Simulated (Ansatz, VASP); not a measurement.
# Two plane-wave programs on Ta3F

File INCAR:

```
SYSTEM = Ta3F
  PREC = Accurate
  ENCUT = 520
  EDIFF = 1E-6
  ISMEAR = 0
  SIGMA = 0.1
  LREAL = .False.
  LASPH = .True.
  NELM = 150
  ALGO = Fast
  ISIF = 2
  LWAVE = .False.
  LCHARG = .False.
  ISPIN = 2
  MAGMOM = 0 0 0 1
  LORBIT = 11
  LMAXMIX = 4
  LDIPOL = .True.
  IDIPOL = 3
  DIPOL = 0.5 0.5 0.336
  GGA = CA
  NBANDS = 32
```

KPOINTS

```
Automatic mesh
0
Gamma
  10 10 1
  0 0 0
```

Contents of POSCAR:

```
Ta3F
1.0
    2.8170508358      0.0000000000      0.0000000000
   -0.9390169453      2.6559409986      0.0000000000
    0.0000000000      0.0000000000     21.4444204446
Ta F
3 1
Direct
    0.5000000000      0.5000000000      0.1865287062
    0.0000000000      0.0000000000      0.2901575819
    0.5000000000      0.5000000000      0.3937817050
    0.5000000000      0.5000000000      0.4735227268
```

Input for Ansatz:

```yaml
crystal:
  lattice:
    - [2.8170508358, 0.0, 0.0]
    - [-0.9390169453, 2.6559409986, 0.0]
    - [0.0, 0.0, 21.4444204446]
  atoms:
    - { symbol: Ta, position: [0.5, 0.5, 0.1865287062] }
    - { symbol: Ta, position: [0.0, 0.0, 0.2901575819] }
    - { symbol: Ta, position: [0.5, 0.5, 0.393781705] }
    - { symbol: F, position: [0.5, 0.5, 0.4735227268], spin: 1.0 }
basis:
  ecutwfc: 420
kpoints:
  mp_grid: { grid: [10, 10, 1] }
hamiltonian:
  xc: lda
  pseudopotentials: { kind: paw, azcp: { folder: soft_1 } }
scf:
  occupations: { method: gaussian, width: 0.1 }
output:
  forces: true
  eigenvalues: true
  populations: true
magnetization:
  spin_polarized: true
efield:
  axis: 3
  dipole_correction: true
  ramp_width: 0.04
```

Alike in both runs: task single point; functional LDA; k mesh 10 × 10 × 1; occupations gaussian, width 0.1 eV; collinear spin.

|  | VASP | Ansatz |
| --- | --- | --- |
| version | VASP 6.6.1 | Ansatz 0.2.0 |
| potentials or method | VASP PAW LDA potentials, release 64 (Ta_pv, F), cutoff 520 eV | scalar-relativistic, plane waves, PAW |
| valence electrons in the cell | 40 | 46 |

Ansatz gave:

* gap on the k mesh at the Fermi level (eV): none
* rms of the force components (eV/Å): 2.488
* net moment per atom (μB): 0.00

Question: Estimate VASP's values.

Answer: gap on the k mesh at the Fermi level (eV): none; rms of the force components (eV/Å): 2.653; net moment per atom (μB): 0.00.

Ansatz warns that its potentials were made for another functional, while VASP's fit it. LDA's correlation is that of Perdew and Zunger in VASP and of Perdew and Wang (1992) in Ansatz. Atom by atom the forces differ by 0.167 eV/Å (rms over components). A gap of «none» marks a metal or a gap that the smearing closes. VASP's potentials hold 40 valence electrons a cell and Ansatz's 46, so a difference there can come from the potentials and not from the codes. Ansatz's warnings: seeded moment not kept.

Spin-orbit coupling is off throughout.
